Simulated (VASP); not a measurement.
A run of VASP 6.6.1 is set up as follows.

The input INCAR:

```
SYSTEM = Cr2CoF4
PREC     = Accurate       ! precision mode
ENCUT    = 520            ! plane-wave cutoff, eV
EDIFF    = 1E-6           ! SCF threshold, eV
ISMEAR   = -1             ! smearing method
SIGMA    = 0.1            ! smearing width, eV
LREAL    = .FALSE.        ! projectors in reciprocal space
LASPH    = .TRUE.         ! aspherical terms in the spheres
NELM     = 100            ! most SCF steps
ALGO     = Fast           ! electronic algorithm
ISIF     = 2              ! what is computed and relaxed
LWAVE    = .FALSE.        ! write WAVECAR
LCHARG   = .TRUE.         ! write CHGCAR
LELF     = .TRUE.         ! ELF
LVHAR    = .TRUE.       
NBANDS   = 74             ! bands
```

File KPOINTS:

```
Automatic mesh
0
G
  7 7 7
  0 0 0
```

POSCAR

```
Cr2CoF4
1.0
    0.0000000000      4.3476012800      4.3476012800
    4.3476012800      0.0000000000      4.3476012800
    4.3476012800      4.3476012800      0.0000000000
Co Cr F
2 4 8
Direct
    0.1250000000      0.1250000000      0.1250000000
    0.8750000000      0.8750000000      0.8750000000
    0.5000000000      0.5000000000      0.5000000000
    0.0000000000      0.5000000000      0.5000000000
    0.5000000000      0.5000000000      0.0000000000
    0.5000000000      0.0000000000      0.5000000000
    0.2610000000      0.2610000000      0.2610000000
    0.2830000000      0.7390000000      0.7390000000
    0.2610000000      0.2610000000      0.7170000000
    0.7390000000      0.2830000000      0.7390000000
    0.7170000000      0.2610000000      0.2610000000
    0.7390000000      0.7390000000      0.7390000000
    0.2610000000      0.7170000000      0.2610000000
    0.7390000000      0.7390000000      0.2830000000
```

Potentials or basis: VASP PAW LDA potentials, release 64 (Co, Cr_pv, F).

Launch:

```bash
$ cat potpaw_LDA.64/Co/POTCAR potpaw_LDA.64/Cr_pv/POTCAR potpaw_LDA.64/F/POTCAR > POTCAR
$ mpirun -np 1 vasp_std > vasp.out
```

(1) Estimate the largest force.

(2) What does it give for the pressure?

(3) Predict the band gap on the k mesh.

Answers

(1) 0.133 eV/Å.

(2) -10.3 GPa.

(3) zero (bands 61 and 62 overlap by 0.03 eV).

Caveat: the cell stands under tension; the run has no spin polarisation, though such a crystal can be magnetic; semilocal functionals often make such compounds metallic where correlation or magnetic order opens a gap, which also shifts bond lengths.
